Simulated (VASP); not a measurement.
The system is CuI.

```xyz
2
Lattice="0.0000 3.0516 3.0516 3.0516 0.0000 3.0516 3.0516 3.0516 0.0000" Properties=species:S:1:pos:R:3 pbc="T T T"
I     0.0000    0.0000    0.0000
Cu    4.5774    4.5774    4.5774
```

Program: VASP 6.6.1. Alike in all runs: task single point; potentials or basis VASP PAW PBE potentials, release 64 (I, Cu); no spin polarisation; cell as given; cutoff (eV) 520; smearing fermi-dirac 0.05 eV.

Problem. Order these runs on this cell by their band gap on the k mesh, lowest first.
A. level HF; k mesh 4 × 4 × 4; grid for exact exchange (PRECFOCK) Normal; share of exact exchange 1
B. level SVWN5; k mesh 8 × 8 × 8
C. level PBE+D3(BJ); k mesh 8 × 8 × 8

Solution. B (0.91 eV), C (1.09 eV), A (9.81 eV).

Caveats: some runs use coarse meshes; spin-orbit coupling is left out, which moves the levels of the heavy elements; the cell stands under tension (at least some runs).
